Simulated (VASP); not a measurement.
Crystal: BN.

```
N B
1.0
     0.00000    3.47186    2.15155
     1.24323    0.00000    2.15155
     1.24323    3.47186    0.00000
N B
1 1
Direct
  0.66665 0.66665 0.33335
  0.00005 0.00005 0.99995
```

Base run:

| Item | Value |
| --- | --- |
| Program | VASP 6.6.1 |
| Functional | PBEsol |
| Potentials or basis | VASP PAW PBE potentials, release 64 (N, B) |
| Cutoff | 520 eV |
| k mesh | 13 × 13 × 13 |
| Occupations | fermi-dirac, width 0.05 eV |
| Spin | no spin polarisation |

Its results: band gap on the k mesh 3.80 eV, indirect (least direct gap 4.64 eV); pressure 5.7 GPa; largest force 0.011 eV/Å.

Problem. The run is repeated on the same cell with these changes: functional from PBEsol to PBE. What comes out?

Solution. Band gap on the k mesh 3.91 eV, indirect (least direct gap 4.70 eV); pressure 8.2 GPa; largest force 0.011 eV/Å.

PBE binds less tightly than PBEsol, so the same cell stands under more pressure.

Caveats: the PAW data sets were made with another functional, which shifts forces and pressure a little (some runs).

A k mesh can miss the band edges.
